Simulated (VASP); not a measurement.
Zr2BiP2, 5 atoms in the cell. Symmetry: I4/mmm, No. 139, tetragonal system. Conventional cell: a = 4.951 Å, b = 4.951 Å, c = 8.469 Å, α = 90.00°, β = 90.00°, γ = 90.00°. Zr (site symmetry -4m2) has 4 P at 2.67 Å and 4 Bi at 3.26 Å and 4 Zr at 3.50 Å within 3.6 Å. Bi (site symmetry 4/mmm) has 10 P at 3.11 to 3.68 Å and 8 Zr at 3.26 Å within 4.1 Å. Within 3.2 Å of P (site symmetry 4mm) lie 1 P at 2.25 Å and 4 Zr at 2.67 Å and 1 Bi at 3.11 Å. 

* Program: VASP 6.6.1
* Task: relaxation of cell and atoms
* Functional: PBE
* Potentials or basis: VASP PAW PBE potentials, release 64 (Zr_sv, Bi_d, P)
* Cutoff: 500 eV
* k mesh: 10 × 10 × 10
* Occupations: gaussian, width 0.1 eV
* Spin: no spin polarisation
* Dipole correction: no
* Further INCAR settings: ALGO = Normal; EDIFF = 1e-07; IBRION = 2; EDIFFG = -0.01; NSW = 100; ISIF = 3

Potentials or basis: VASP PAW PBE potentials, release 64 (Zr_sv, Bi_d, P).

The run is started by

```sh
$ cat potpaw_PBE.64/Zr_sv/POTCAR potpaw_PBE.64/Bi_d/POTCAR potpaw_PBE.64/P/POTCAR > POTCAR
$ mpirun -np 1 vasp_std > vasp.out
```

Hardware: 1 thread of Oxide Virtual Turin-like Processor, on a shared host.

**Question.** Estimate the wall time of this run.

**Answer.** Wall time 7 min on 1 thread of Oxide Virtual Turin-like Processor (shared host), peak memory 0.41 GiB. Counts: scf iterations 22, k points 102, ion steps 2.
